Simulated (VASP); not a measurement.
Runs of VASP 6.6.1 on In. The structure is that of space group Fm-3m (No. 225), or close to it. The cells are those of the table. This isn't the form of In at room conditions, which is tetragonal.

| task | cell | k mesh | cutoff (eV) | gap on the mesh (eV) | pressure (GPa) |
| --- | --- | --- | --- | --- | --- |
| single point | a = 3.425 Å, angles 60.0°, 1 atom | 13 × 13 × 13 | 520 | none | 0.0 |
| single point | a = 3.331 Å, angles 60.0°, 1 atom | 13 × 13 × 13 | 520 | none | 3.3 |
| relaxation of cell and atoms | relaxed from a = 3.331 Å, angles 60.0°, 1 atom | 12 × 12 × 12 | 600 | none | 0.0 |
| single point | a = 3.514 Å, angles 60.0°, 1 atom | 13 × 13 × 13 | 520 | none | (b) |
| single point | a = 3.282 Å, angles 60.0°, 1 atom | 13 × 13 × 13 | 520 | none | 5.6 |
| single point | a = 3.425 Å, angles 60.0°, 1 atom | 18 × 18 × 18 | 520 | none | 0.0 |
| single point | a = 3.556 Å, angles 60.0°, 1 atom | 13 × 13 × 13 | 520 | none | (a) |
| single point | a = 3.378 Å, angles 60.0°, 1 atom | 13 × 13 × 13 | 520 | none | 1.4 |

Alike in all rows: level revPBE; potentials or basis VASP PAW PBE potentials, release 64 (In_d); no spin polarisation; smearing fermi-dirac 0.1 eV.

Q: Fill in the values left out.

A: (a) -2.7; (b) -2.0.

Caveats: the PAW data sets were made with another functional, which shifts forces and pressure a little; spin-orbit coupling is left out, which moves the levels of the heavy elements; the cell stands under pressure (at least some runs).

A k mesh can miss the band edges, and the runs leave out spin-orbit coupling on In.

A gap of «none» marks levels without a gap at the run's occupations.
